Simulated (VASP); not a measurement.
**HfGa2Te3: single point with PBE**

HfGa2Te3:

```
CELL_PARAMETERS angstrom
4.06892 0.00000 0.00000
0.00000 4.06892 0.00000
0.00000 0.00000 9.15923
ATOMIC_POSITIONS crystal
Hf 0.50000 0.50000 0.00000
Ga 0.50000 0.00000 0.70431
Ga 0.00000 0.50000 0.29569
Te 0.50000 0.00000 0.35057
Te 0.00000 0.50000 0.64943
Te 0.00000 0.00000 0.00000
```

The cell was generated, and may not be a known phase.

```
Program                : VASP 6.6.1
Task                   : single point
Functional             : PBE
Potentials or basis    : VASP PAW PBE potentials, release 64 (Hf_pv, Ga_d, Te)
Cutoff                 : 520 eV
k mesh                 : 4 × 4 × 2
Occupations            : gaussian, width 0.1 eV
Spin                   : no spin polarisation
Dipole correction      : no
Further INCAR settings : ALGO = Normal; EDIFF = 1e-07; NBANDS = 36
```

- Pressure: -0.1 GPa
- Largest force: 0.023 eV/Å
- Band gap on the k mesh: zero (bands 27 and 28 overlap by 1.33 eV)

Forces on the atoms (eV/Å):
```
Hf   0.000  0.000  0.000
Ga   0.000  0.000 -0.016
Ga   0.000  0.000  0.016
Te   0.000  0.000 -0.023
Te   0.000  0.000  0.023
Te   0.000  0.000  0.000
```

Levels at points of the mesh, in eV from the Fermi level:
| k point | band 25 | band 26 | band 27 | band 28 | band 29 | band 30 |
| --- | --- | --- | --- | --- | --- | --- |
| (0.00, 0.00, 0.00) | -1.97 | -1.86 | -1.86 | 0.07 | 0.79 | 0.85 |
| (0.50, 0.00, 0.00) | -0.84 | -0.33 | 0.43 | 0.73 | 0.75 | 1.37 |
| (0.50, 0.50, 0.00) | -1.41 | -1.07 | -1.07 | -0.71 | -0.57 | -0.57 |
| (0.00, 0.00, 0.50) | -1.25 | -1.25 | -1.03 | -0.90 | 0.07 | 0.58 |
| (0.50, 0.00, 0.50) | -0.60 | -0.55 | 0.34 | 0.62 | 0.79 | 1.36 |
| (0.50, 0.50, 0.50) | -2.63 | -2.63 | -2.05 | -0.16 | 1.02 | 1.04 |

Run time: 47 s on 1 thread of AMD EPYC 9R45 96-Core Processor (Zen 5), on a shared host, peak memory 0.24 GiB.

Caveat: the k points lie up to 0.39 Å⁻¹ apart, too coarse for converged energies and pressures of a metal; spin-orbit coupling is left out, which moves the levels of the heavy elements.
